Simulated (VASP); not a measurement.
A run of VASP 6.6.1:

Contents of INCAR:

```
  ALGO = Fast
  EDIFF = 1E-7
  ENCUT = 520
  GGA = CA
  ISIF = 2
  ISMEAR = 0
  LASPH = True
  LCHARG = False
  LREAL = False
  LWAVE = False
  NBANDS = 13
  NELM = 100
  PREC = Accurate
  SIGMA = 0.15
```

The input KPOINTS:

```
k-points
0
Gamma
  20 20 20
```

The input POSCAR:

```
W
1.0
   -1.6464819339      1.5367164717      1.5367164717
    1.5367164717     -1.6464819339      1.5367164717
    1.5367164717      1.5367164717     -1.6464819339
W
1
Direct
    0.0000000000      0.0000000000      0.0000000000
```

Potentials or basis: VASP PAW LDA potentials, release 64 (W_sv).

Command:

```sh
$ cat potpaw_LDA.64/W_sv/POTCAR > POTCAR
$ mpirun -np 1 vasp_std > vasp.out
```

Hardware: 1 thread of Intel(R) Xeon(R) Platinum 8559C (Emerald Rapids), with other jobs on the host.

Task: How long does it take, and how much memory?

Result: Wall time 110 s on 1 thread of Intel(R) Xeon(R) Platinum 8559C (Emerald Rapids), on a shared host, peak memory 0.24 GiB. Counts: scf iterations 14, k points 781.
